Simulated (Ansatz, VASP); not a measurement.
TiSi6 in VASP and in Ansatz

```
Ti Si
1.0
     5.68949    0.00000    0.00000
     0.00000    5.68949    0.00000
     0.00000    0.00000    5.68949
Ti Si
1 6
Cartesian
  0.0000 0.0000 0.0000
  1.1280 2.8447 2.8447
  2.8447 1.1280 2.8447
  4.5615 2.8447 2.8447
  2.8447 4.5615 2.8447
  2.8447 2.8447 1.1280
  2.8447 2.8447 4.5615
```

Change from the starting cell: species swapped into the LaB6 type (Pm-3m, No. 221).

Alike in both runs: functional PBE; k mesh 4 × 4 × 4; occupations gaussian, width 0.1 eV; no spin polarisation.

Ansatz relaxed the structure, and its values are those at the end. VASP's run is a single point on that final structure, the one shown.

```csv
,VASP,Ansatz
version,VASP 6.6.1,Ansatz 0.2.0
potentials or method,"VASP PAW PBE potentials, release 64 (Ti_sv, Si), cutoff 520 eV","scalar-relativistic, plane waves, PAW"
valence electrons in the cell,36,36
```

```tsv
	VASP	Ansatz	Ansatz less VASP
gap on the k mesh at the Fermi level (eV)	none	none	-
pressure (GPa)	0.3	0.4	+0.07
rms of the force components (eV/Å)	0.004	0.006	+0.0026
```

A gap of «none» marks a metal or a gap that the smearing closes.
